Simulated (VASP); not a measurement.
Runs of VASP 6.6.1 on Al. The structure is that of space group R-3m (No. 166), or close to it. The cells are those of the table. 

```csv
cell,further INCAR settings,gap on the mesh (eV),pressure (GPa)
"a = 2.864 Å, angles 112.1°, 1 atom",ALGO = Fast; EDIFF = 1e-06; NBANDS = 8,none,(a)
"a = 2.589 Å, angles 101.6°, 1 atom",ALGO = Fast; EDIFF = 1e-07; NBANDS = 8,none,9.6
"a = 3.325 Å, angles 117.0°, 1 atom",ALGO = Fast; EDIFF = 1e-07; NBANDS = 8,none,99.9
"a = 3.149 Å, angles 115.8°, 1 atom",ALGO = Fast; EDIFF = 1e-07; NBANDS = 8,none,(b)
"a = 2.656 Å, angles 105.7°, 1 atom",ALGO = Fast; EDIFF = 1e-07; NBANDS = 8,none,3.9
"a = 3.003 Å, angles 114.3°, 1 atom",ALGO = Fast; EDIFF = 1e-06; NBANDS = 8,none,21.0
"a = 2.540 Å, angles 95.9°, 1 atom",ALGO = Fast; EDIFF = 1e-07; NBANDS = 8,none,14.8
```

Alike in all rows: task single point; level LDA; potentials or basis VASP PAW LDA potentials, release 64 (Al); no spin polarisation; k mesh 24 × 24 × 24; cutoff (eV) 520; smearing methfessel-paxton 0.2 eV.

Problem. Fill in the values left out.

Solution. (a) 4.2; (b) 52.3.

A gap of «none» marks levels without a gap at the run's occupations.
